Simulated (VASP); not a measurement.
Runs of VASP 6.6.1 on Al2Cu. The structure is that of space group P4/mmm (No. 123), or close to it. The cells are those of the table. 

```csv
cell,further INCAR settings,gap on the mesh (eV),pressure (GPa)
"a = 4.410, b = 4.410, c = 2.731 Å, 3 atoms",ALGO = Fast; EDIFF = 1e-06; NBANDS = 16,none,-4.7
"a = 4.217, b = 4.217, c = 3.115 Å, 3 atoms",ALGO = Fast; EDIFF = 1e-07; NBANDS = 16,none,-8.0
"a = 4.410, b = 4.410, c = 2.654 Å, 3 atoms",ALGO = Fast; EDIFF = 1e-06; NBANDS = 16,none,-2.0
"a = 4.314, b = 4.314, c = 2.885 Å, 3 atoms",ALGO = Fast; EDIFF = 1e-06; NBANDS = 16,none,(d)
"a = 4.314, b = 4.314, c = 2.808 Å, 3 atoms",ALGO = Fast; EDIFF = 1e-06; NBANDS = 16,none,-4.3
"a = 4.121, b = 4.121, c = 3.039 Å, 3 atoms",ALGO = Fast; EDIFF = 1e-06; NBANDS = 16,none,(a)
"a = 4.410, b = 4.410, c = 2.885 Å, 3 atoms",ALGO = Fast; EDIFF = 1e-06; NBANDS = 16,none,-8.5
"a = 4.217, b = 4.217, c = 2.962 Å, 3 atoms",ALGO = Fast; EDIFF = 1e-06; NBANDS = 16,none,-5.4
"a = 4.121, b = 4.121, c = 3.115 Å, 3 atoms",ALGO = Fast; EDIFF = 1e-07; NBANDS = 16,none,(b)
"a = 4.217, b = 4.217, c = 3.039 Å, 3 atoms",ALGO = Fast; EDIFF = 1e-06; NBANDS = 16,none,-6.9
"a = 4.410, b = 4.410, c = 2.808 Å, 3 atoms",ALGO = Fast; EDIFF = 1e-06; NBANDS = 16,none,-7.0
"a = 4.314, b = 4.314, c = 2.962 Å, 3 atoms",ALGO = Fast; EDIFF = 1e-07; NBANDS = 16,none,(c)
```

Alike in all rows: task single point; level PBE; potentials or basis VASP PAW PBE potentials, release 64 (Al, Cu); no spin polarisation; k mesh 10 × 10 × 14; cutoff (eV) 520; smearing gaussian 0.15 eV.

Q: Fill in the values left out.

A: (a) -3.9; (b) -5.2; (c) -7.8; (d) -6.3.

Caveats: the cell stands under tension (at least some runs); the stress differs along the axes, from -7 to -0 GPa (at least some runs); the stress differs along the axes, from -5 to 4 GPa (at least some runs).

A gap of «none» marks levels without a gap at the run's occupations.
